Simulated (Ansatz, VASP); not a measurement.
## Bi2Te3: VASP beside Ansatz

```
Te Bi
1.0
     4.43673    0.00000    0.00000
    -2.21837    3.76698    0.00000
     0.00000    0.00000   41.03016
Te Bi
3 2
Direct
  0.99512 0.99024 0.40863
  0.66667 0.33333 0.50000
  0.33821 0.67642 0.59137
  0.33052 0.66103 0.45063
  0.00282 0.00564 0.54937
```

Change from the starting cell: strain along x +0.020, atoms relaxed.

Alike in both runs: functional PBE; dispersion D3(BJ); k mesh 6 × 6 × 1; occupations gaussian, width 0.02 eV; no spin polarisation.

Ansatz relaxed the structure, and its values are those at the end. VASP's run is a single point on that final structure, the one shown.

```csv
,VASP,Ansatz
version,VASP 6.6.1,Ansatz 0.2.0
potentials or method,"VASP PAW PBE potentials, release 64 (Te, Bi_d), cutoff 520 eV","scalar-relativistic, plane waves, PAW"
valence electrons in the cell,48,78
```

Ansatz gave:

* gap on the k mesh at the Fermi level (eV): 0.99
* least direct gap on the mesh (eV): 1.23
* rms of the force components (eV/Å): 0.001

Estimate VASP's values.

gap on the k mesh at the Fermi level (eV): 0.98; least direct gap on the mesh (eV): 1.22; rms of the force components (eV/Å): 0.005.

VASP's potentials hold 48 valence electrons a cell and Ansatz's 78, so a difference there can come from the potentials and not from the codes. Ansatz's warnings: stress scf threshold loose.

Spin-orbit coupling is off throughout.
